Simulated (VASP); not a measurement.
# Tl in VASP: a series of runs

The runs below take Tl through electric field gradients, with PBE.

Everything below comes from runs of VASP 6.6.1. Logs are shortened: lines on timing, memory, paths and dates and some standing lists are left out, and cuts for length are marked.

### Step 1. The cell of the first run

The structure is cubic, space group Fm-3m (No. 225). Conventional cell: a = 4.330 Å, b = 4.330 Å, c = 4.330 Å, α = 90.00°, β = 90.00°, γ = 90.00°. Tl (site symmetry m-3m) has 12 Tl at 3.06 Å within 4.0 Å.

This isn't the form of Tl at room conditions, which is hcp.

### Step 2. Electric field gradients, PBE

Input file INCAR:

```
SYSTEM = Tl
  ALGO = Normal
  EDIFF = 1E-8
  ENCUT = 520
  GGA = PE
  ISIF = 2
  ISMEAR = -1
  LASPH = .TRUE.
  LCHARG = .FALSE.
  LEFG = .TRUE.
  LREAL = .FALSE.
  LWAVE = .FALSE.
  NBANDS = 12
  NELM = 60
  PREC = Accurate
  SIGMA = 0.05
```

Input file KPOINTS:

```
k-points
0
G
  10 10 10
  0 0 0
```

Input file POSCAR:

```
Tl
1.0
    0.0000000000      2.1650000000      2.1650000000
    2.1650000000      0.0000000000      2.1650000000
    2.1650000000      2.1650000000      0.0000000000
Tl
1
Direct
    0.0000000000      0.0000000000      0.0000000000
```

Potentials or basis: VASP PAW PBE potentials, release 64 (Tl_d).

Launch:

```bash
cat potpaw_PBE.64/Tl_d/POTCAR > POTCAR
mpirun -np 1 vasp_std > vasp.out
```

OUTCAR:

```text
SYSTEM = Tl
   EDIFF = 1E-8
   ENCUT = 520
   GGA = PE
   ISIF = 2
   ISMEAR = -1
   LASPH = .TRUE.
   LREAL = .FALSE.
   NELM = 60
   PREC = Accurate

 ion  position               nearest neighbor table
   1  0.000  0.000  0.000-

  LATTYP: Found a face centered cubic cell.
 ALAT       =     4.3300000000

  Lattice vectors:

 A1 = (   0.0000000000,   2.1650000000,   2.1650000000)
 A2 = (   2.1650000000,   0.0000000000,   2.1650000000)
 A3 = (   2.1650000000,   2.1650000000,   0.0000000000)

Analysis of symmetry for initial positions (statically):
=====================================================================
 Subroutine PRICEL returns:
 Original cell was already a primitive cell.

 Routine SETGRP: Setting up the symmetry group for a
 face centered cubic supercell.

 Subroutine GETGRP returns: Found 48 space group operations
 (whereof 48 operations were pure point group operations)
 out of a pool of 48 trial point group operations.

The static configuration has the point symmetry O_h .

Analysis of symmetry for dynamics (positions and initial velocities):
=====================================================================
 Subroutine PRICEL returns:
 Original cell was already a primitive cell.

 Routine SETGRP: Setting up the symmetry group for a
 face centered cubic supercell.

 Subroutine GETGRP returns: Found 48 space group operations
 (whereof 48 operations were pure point group operations)
 out of a pool of 48 trial point group operations.

The dynamic configuration has the point symmetry O_h .

 Subroutine INISYM returns: Found 48 space group operations
 (whereof 48 operations are pure point group operations),
 and found     1 'primitive' translations

----------------------------------------------------------------------------------------

                                     Primitive cell

  volume of cell :      20.2957

  direct lattice vectors                    reciprocal lattice vectors
     0.000000000  2.165000000  2.165000000    -0.230946882  0.230946882  0.230946882
     2.165000000  0.000000000  2.165000000     0.230946882 -0.230946882  0.230946882
     2.165000000  2.165000000  0.000000000     0.230946882  0.230946882 -0.230946882

  length of vectors
     3.061772363  3.061772363  3.061772363     0.400011734  0.400011734  0.400011734

  position of ions in fractional coordinates (direct lattice)
     0.000000000  0.000000000  0.000000000

  ion indices of the primitive-cell ions
   primitive index   ion index
                 1           1

----------------------------------------------------------------------------------------

 KPOINTS: k-points

Automatic generation of k-mesh.
 Grid dimensions read from file:
 generate k-points for:   10   10   10

 Generating k-lattice:

  Cartesian coordinates                     Fractional coordinates (reciprocal lattice)
    -0.023094688  0.023094688  0.023094688     0.100000000  0.000000000  0.000000000
     0.023094688 -0.023094688  0.023094688     0.000000000  0.100000000  0.000000000
     0.023094688  0.023094688 -0.023094688     0.000000000  0.000000000  0.100000000

  Length of vectors
     0.040001173  0.040001173  0.040001173

  Shift w.r.t. Gamma in fractional coordinates (k-lattice)
     0.000000000  0.000000000  0.000000000

 Subroutine IBZKPT returns following result:
 ===========================================

 Found     47 irreducible k-points:

 Following reciprocal coordinates:
            Coordinates               Weight
  0.000000  0.000000  0.000000      1.000000
  0.100000  0.000000  0.000000      8.000000
  0.200000  0.000000  0.000000      8.000000
  0.300000  0.000000  0.000000      8.000000
  0.400000  0.000000  0.000000      8.000000
  0.500000  0.000000  0.000000      4.000000
[... 16 lines left out ...]
  0.300000  0.300000  0.000000      6.000000
  0.400000  0.300000  0.000000     24.000000
 [... further k-points ...]
   k-points           NKPTS =     47   k-points in BZ     NKDIM =     47   number of bands    NBANDS=     12
   number of dos      NEDOS =    301   number of ions     NIONS =      1
   total plane-waves  NPLWV =  13824
   dimension x,y,z NGX =    24 NGY =   24 NGZ =   24
   dimension x,y,z NGXF=    48 NGYF=   48 NGZF=   48
   ions per type =               1
   NGX,Y,Z   is equivalent  to a cutoff of  13.03, 13.03, 13.03 a.u.
   NGXF,Y,Z  is equivalent  to a cutoff of  26.06, 26.06, 26.06 a.u.
 SYSTEM =  Tl
   PREC   = accura    normal or accurate (medium, high low for compatibility)
   ISTART =      0    job   : 0-new  1-cont  2-samecut
   ICHARG =      2    charge: 1-file 2-atom 10-const
   ISPIN  =      1    spin polarized calculation?
   LNONCOLLINEAR =      F non collinear calculations
   LSORBIT =      F    spin-orbit coupling
   LASPH  =      T    aspherical Exc in radial PAW
   ENCUT  =  520.0 eV  38.22 Ry    6.18 a.u.   5.69  5.69  5.69*2*pi/ulx,y,z
   NELM   =     60;   NELMIN=  2; NELMDL= -5     # of ELM steps
   EDIFF  = 0.1E-07   stopping-criterion for ELM
   LREAL  =      F    real-space projection
   EDIFFG = 0.1E-06   stopping-criterion for IOM
   NSW    =      0    number of steps for IOM
   IBRION =     -1    ionic relax: 0-MD 1-quasi-New 2-CG
   NFREE  =      0    steps in history (QN), initial steepest desc. (CG)
   ISIF   =      2    stress and relaxation
   ISYM   =      2    0-nonsym 1-usesym 2-fastsym
   POTIM  = 0.5000    time-step for ionic-motion
   TEBEG  =    0.0;   TEEND  =   0.0 temperature during run
   PSTRESS=    0.0 pullay stress
   NELECT =      13.0000    total number of electrons
   NUPDOWN=      -1.0000    fix difference up-down
   EMIN   =  10.00;   EMAX   =-10.00  energy-range for DOS
   EFERMI =   0.00;   METHOD = LEGACY
   ISMEAR =    -1;   SIGMA  =   0.05  broadening in eV -4-tet -1-fermi 0-gaus
   EFERMI_NEDOS =   21; number of points for ismear=-14 and -15
   IALGO  =     38    algorithm
   IMIX   =      4    mixing-type and parameters
     AMIX     =   0.40;   BMIX     =  1.00
     AMIX_MAG =   1.60;   BMIX_MAG =  1.00
  volume/ion in A,a.u.               =      20.30       136.96
  Fermi-wavevector in a.u.,A,eV,Ry     =   1.411198  2.666778 27.095740  1.991481
  Thomas-Fermi vector in A             =   2.533074
   LORBIT       =      0    0 simple, 1 ext, 2 COOP (PROOUT), +10 PAW based schemes
   GGA     = PE    functional components
   LHFCALC =     F    Hartree Fock is set to
   AEXX    =    0.0000 exact exchange contribution
   IVDW    =     0    specifies the selected vdW correction
   LEPSILON=     F    determine dielectric tensor
   LRPA    =     F    only Hartree local field effects (RPA)
 non-spin polarized calculation
  energy-cutoff  :      520.00
  volume of cell :       20.30
 maximum number of plane-waves:       568
   NGX = 11   NGY = 11   NGZ = 11

 number of electron      13.0000002 magnetization

 Free energy of the ion-electron system (eV)
  ---------------------------------------------------
  ext. energy  EPLUGINS =         0.00000000
  ---------------------------------------------------
  free energy    TOTEN  =        -1.42353717 eV

  energy without entropy =       -1.42147343  energy(sigma->0) =       -1.42250530

 E-fermi :  11.0397     XC(G=0): -12.0249

 val. band max:       10.9877105205   @ k =   0.5000   0.3000   0.0000
 cond. band min:      11.2421180231   @ k =  -0.3000   0.4000   0.1000
 fundamental gap:      0.2544075026
 Fermi energy:        11.0396844495

 k-point     1 :       0.0000    0.0000    0.0000
  band No.  band energies     occupation
      1      -1.9603      2.00000
      2      -1.4460      2.00000
      3      -1.4460      2.00000
      4      -1.4460      2.00000
      5      -0.8086      2.00000
      6      -0.8086      2.00000
      7      22.0569      0.00000
      8      24.0157      0.00000
      9      24.0157      0.00000
     10      24.0157      0.00000
     11      29.0322      0.00000
     12      29.9971      0.00000

 k-point     2 :       0.1000    0.0000    0.0000
  band No.  band energies     occupation
      1      -1.7318      2.00000
      2      -1.4119      2.00000
      3      -1.3909      2.00000
      4      -1.3909      2.00000
      5      -0.8194      2.00000
      6      -0.8194      2.00000
      7      21.2296      0.00000
      8      22.5470      0.00000
      9      23.9624      0.00000
     10      23.9624      0.00000
     11      28.2708      0.00000
     12      29.3969      0.00000
[... 316 lines left out ...]
 k-point    24 :       0.4000    0.3000    0.0000
  band No.  band energies     occupation
      1      -2.0793      2.00000
      2      -1.8612      2.00000
      3      -0.6116      2.00000
      4      -0.5739      2.00000
      5      -0.2935      2.00000
      6       3.4199      2.00000
      7      13.9270      0.00000
      8      16.1581      0.00000
      9      17.1943      0.00000
     10      21.3512      0.00000
     11      23.3530      0.00000
     12      32.5776      0.00000

 [... further k-points ...]

------------------------ aborting loop because EDIFF is reached ----------------------------------------

  FORCE on cell =-STRESS in cart. coord.  units (eV):
  Direction    XX          YY          ZZ          XY          YZ          ZX
  --------------------------------------------------------------------------------------
  -------------------------------------------------------------------------------------
  Total        4.7028662      4.7028662      4.7028662      0.0000000      0.0000000     -0.0000000
  in kB      371.2526001    371.2526001    371.2526001      0.0000000      0.0000000     -0.0000000
  external PRESSURE =     371.2526001 kB  Pullay stress =       0.0000000 kB

 VOLUME and BASIS-vectors are now :
 -----------------------------------------------------------------------------
  energy-cutoff  :      520.00
  volume of cell :       20.30
      direct lattice vectors                 reciprocal lattice vectors
     0.000000000  2.165000000  2.165000000    -0.230946882  0.230946882  0.230946882
     2.165000000  0.000000000  2.165000000     0.230946882 -0.230946882  0.230946882
     2.165000000  2.165000000  0.000000000     0.230946882  0.230946882 -0.230946882

 POSITION                                       TOTAL-FORCE (eV/Angst)
 -----------------------------------------------------------------------------------
      0.00000      0.00000      0.00000         0.000000     -0.000000     -0.000000
 -----------------------------------------------------------------------------------
    total drift:                               -0.000000      0.000000     -0.000000

  FREE ENERGIE OF THE ION-ELECTRON SYSTEM (eV)
  ---------------------------------------------------
  free  energy   TOTEN  =        -1.4235371688 eV

  energy  without entropy=       -1.4214734252  energy(sigma->0) =       -1.42250530

 Electric field gradients (V/A^2)
---------------------------------------------------------------------
 ion       V_xx      V_yy      V_zz      V_xy      V_xz      V_yz
---------------------------------------------------------------------
   1      -0.000     0.000     0.000    -0.000    -0.000    -0.000
---------------------------------------------------------------------

 Electric field gradients after diagonalization (V/A^2)
 (convention: |V_zz| > |V_xx| > |V_yy|)
----------------------------------------------------------------------
 ion       V_xx      V_yy      V_zz     asymmetry (V_yy - V_xx)/ V_zz
----------------------------------------------------------------------
   1       0.000     0.000    -0.001       0.000
----------------------------------------------------------------------

           NMR quadrupolar parameters

 Cq : quadrupolar parameter    Cq=e*Q*V_zz/h
 eta: asymmetry parameters     (V_yy - V_xx)/ V_zz
 Q  : nuclear electric quadrupole moment in mb (millibarn)
----------------------------------------------------------------------
 ion       Cq(MHz)       eta       Q (mb)
----------------------------------------------------------------------
   1      -0.000       0.000       1.000
----------------------------------------------------------------------
```

Run time: 7 s. Hardware: 1 thread of Intel Xeon Platinum 8488C (Sapphire Rapids), shared host; peak memory 0.14 GiB.

Results:

* Free energy: -1.4235 eV
* Pressure: 37.1 GPa
* Band gap on the k mesh: zero (an odd number of electrons rules out a gap without spin polarisation)
* Largest electric field gradient by atom: zero within the noise of the run

Caveat: the cell stands under pressure; spin-orbit coupling is left out, which moves the levels of the heavy elements.

(Continued in part 2 of 3.)
